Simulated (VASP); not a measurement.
**SnO2: single point with PBE+D3(BJ)**

Crystal: SnO2.

```
Sn O
1.0
     3.23734    1.86908    4.29084
    -3.23734    1.86908    4.29084
     0.00000   -3.73816    4.29084
Sn O
4 8
Direct
  0.86960 0.86237 0.86237
  0.36958 0.36240 0.86238
  0.36958 0.86238 0.36240
  0.86960 0.36239 0.36239
  0.10341 0.63010 0.63010
  0.60333 0.13009 0.63007
  0.60333 0.63007 0.13009
  0.59064 0.61729 0.61729
  0.10338 0.13009 0.13009
  0.09056 0.11732 0.61731
  0.09056 0.61731 0.11732
  0.59058 0.11729 0.11729
```

This cell differs from its parent crystal: atoms displaced along a vibrational mode.

| Property | Result |
| --- | --- |
| Program | VASP 6.6.1 |
| Task | single point |
| Functional | PBE |
| Dispersion | D3(BJ) |
| Potentials or basis | VASP PAW PBE potentials, release 64 (Sn_d, O) |
| Cutoff | 520 eV |
| k mesh | 6 × 6 × 6 |
| Occupations | gaussian, width 0.05 eV |
| Spin | no spin polarisation |

```
Pressure                   : 2.6 GPa
Largest force              : 1.915 eV/Å
Band gap on the k mesh     : 1.53 eV
Dispersion energy per atom : -0.201 eV
```

Forces in eV/Å, atoms in the order of the input:
```
Sn  -1.658 -0.957  0.063
Sn  -1.648 -0.955  0.064
Sn  -1.651 -0.950  0.064
Sn  -1.654 -0.955  0.059
O    1.030  0.595 -0.285
O    1.030  0.595 -0.281
O    1.030  0.595 -0.281
O    0.621  0.359  0.219
O    1.028  0.594 -0.283
O    0.625  0.359  0.220
O    0.623  0.362  0.220
O    0.624  0.360  0.220
```

Stress tensor (GPa, compression positive):
```
 3.40  0.82 -1.64
 0.82  2.45 -0.95
-1.64 -0.95  1.88
```

Levels at points of the mesh, in eV from the valence-band top:
```tsv
k point	band 48	band 49	band 50	band 51	band 52	band 53	band 54	band 55	band 56	band 57
(0.00, 0.00, 0.00)	-0.57	-0.08	-0.08	-0.06	0.00	1.53	4.72	4.72	4.76	5.48
(0.50, 0.00, 0.00)	-0.55	-0.40	-0.40	-0.09	-0.09	4.05	4.05	5.48	5.48	6.63
(0.00, 0.50, 0.00)	-0.53	-0.41	-0.41	-0.09	-0.09	4.02	4.02	5.51	5.51	6.67
(0.50, 0.50, 0.00)	-0.91	-0.59	-0.59	-0.18	-0.18	4.43	4.43	5.51	5.51	7.42
(0.00, 0.50, 0.50)	-0.90	-0.58	-0.58	-0.19	-0.19	4.44	4.44	5.48	5.48	7.39
(0.50, 0.50, 0.50)	-1.07	-1.06	-0.97	-0.96	-0.96	3.44	5.23	5.23	5.26	5.76
```

Run time: 5.8 min on 1 thread of Intel(R) Xeon(R) 6975P-C (Granite Rapids), with other jobs on the host, peak memory 0.57 GiB.

Caveat: the cell differs from its parent crystal (atoms displaced along a vibrational mode); spin-orbit coupling is left out, which moves the levels of the heavy elements; forces of over 1 eV/Å act on the atoms, so gaps and moduli don't describe the material at rest.
